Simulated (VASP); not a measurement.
Set up this calculation in VASP 6.6.1, as the native input.

```yaml
Task: single point
Functional: PBE
Potentials_or_basis: VASP PAW PBE potentials, release 64 (Pb_d, S)
Cutoff: 520 eV
k_mesh: 8 × 8 × 8
Occupations: fermi-dirac, width 0.06 eV
Spin: no spin polarisation
Dipole_correction: no
Further_INCAR_settings: ALGO = Normal; EDIFF = 1e-06; NBANDS = 17
```

The structure of PbS lies in POSCAR:

```
PbS
1.0
    0.0000000000      2.9748505000      2.9748505000
    2.9748505000      0.0000000000      2.9748505000
    2.9748505000      2.9748505000      0.0000000000
Pb S
1 1
Direct
    0.0000000000      0.0000000000      0.0000000000
    0.5000000000      0.5000000000      0.5000000000
```

These files were run (other wordings do the same):

INCAR

```
SYSTEM = PbS
  PREC = Accurate
  ENCUT = 520
  EDIFF = 1E-6
  ISMEAR = -1
  SIGMA = 0.06
  LREAL = .False.
  LASPH = .True.
  NELM = 80
  ALGO = Normal
  ISIF = 2
  LWAVE = .False.
  LCHARG = .False.
  GGA = PE
  NBANDS = 17
```

KPOINTS

```
regular mesh
0
Gamma
  8 8 8
  0 0 0
```

Potentials or basis: VASP PAW PBE potentials, release 64 (Pb_d, S).

Command:

```sh
$ cat potpaw_PBE.64/Pb_d/POTCAR potpaw_PBE.64/S/POTCAR > POTCAR
$ mpirun -np 1 vasp_std > vasp.out
```

Results of the run:

| Item | Value |
| --- | --- |
| Pressure | 1.6 GPa |
| Band gap on the k mesh | 0.40 eV, direct |

Caveat: spin-orbit coupling is left out, which moves the levels of the heavy elements.

Wall time 7.6 s on 1 thread of Intel(R) Xeon(R) 6975P-C (Granite Rapids), with other jobs on the host, peak memory 0.18 GiB.
